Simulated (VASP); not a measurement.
Set up this calculation in VASP 6.6.1, as the native input.

| Item | Value |
| --- | --- |
| Task | single point |
| Functional | PBE |
| Potentials or basis | VASP PAW PBE potentials, release 64 (Li_sv, Se) |
| Cutoff | 750 eV |
| k mesh | 6 × 6 × 6 |
| Occupations | gaussian, width 0.01 eV |
| Spin | non-collinear spin, zero start, spin-orbit coupling |
| Starting moments | [[0.0, 0.0, 0.0], [0.0, 0.0, 0.0], [0.0, 0.0, 0.0]] μB |
| Dipole correction | no |
| Further INCAR settings | ALGO = Normal; EDIFF = 1e-06; NBANDS = 25 |

The structure of Li2Se lies in POSCAR:

```
Li2Se
1.0
    0.0000000000      2.9934588658      2.9934588658
    2.9934588658      0.0000000000      2.9934588658
    2.9934588658      2.9934588658      0.0000000000
Li Se
2 1
Direct
    0.2500000000      0.2500000000      0.2500000000
    0.7500000000      0.7500000000      0.7500000000
    0.0000000000      0.0000000000      0.0000000000
```

These files were run (other wordings do the same):

INCAR

```
SYSTEM = Li2Se
ALGO = Normal ; EDIFF = 1E-6
ENCUT = 750 ; GGA = PE
GGA_COMPAT = .False. ; ISIF = 2
ISMEAR = 0 ; LASPH = .True.
LCHARG = .False. ; LORBIT = 11
LORBMOM = .True. ; LREAL = .False.
LSORBIT = .True. ; LWAVE = .False.
MAGMOM = 0 0 0 0 0 0 0 0 0 ; NBANDS = 25
NELM = 200 ; PREC = Accurate
SIGMA = 0.01
```

KPOINTS

```
k-points
0
Gamma
  6 6 6
  0 0 0
```

Potentials or basis: VASP PAW PBE potentials, release 64 (Li_sv, Se).

Run with:

```bash
$ cat potpaw_PBE.64/Li_sv/POTCAR potpaw_PBE.64/Se/POTCAR > POTCAR
$ mpirun -np 1 vasp_ncl > vasp.out
```

Results of the run:

```
Pressure                                              : 0.3 GPa
Net moment                                            : 0.00 μB per cell
Valence electrons inside the program's atomic spheres : Li 2.07; Se 3.93
```

It took 2.1 min on 1 thread of Intel Xeon 8259CL, on a shared host, peak memory 0.5 GiB.
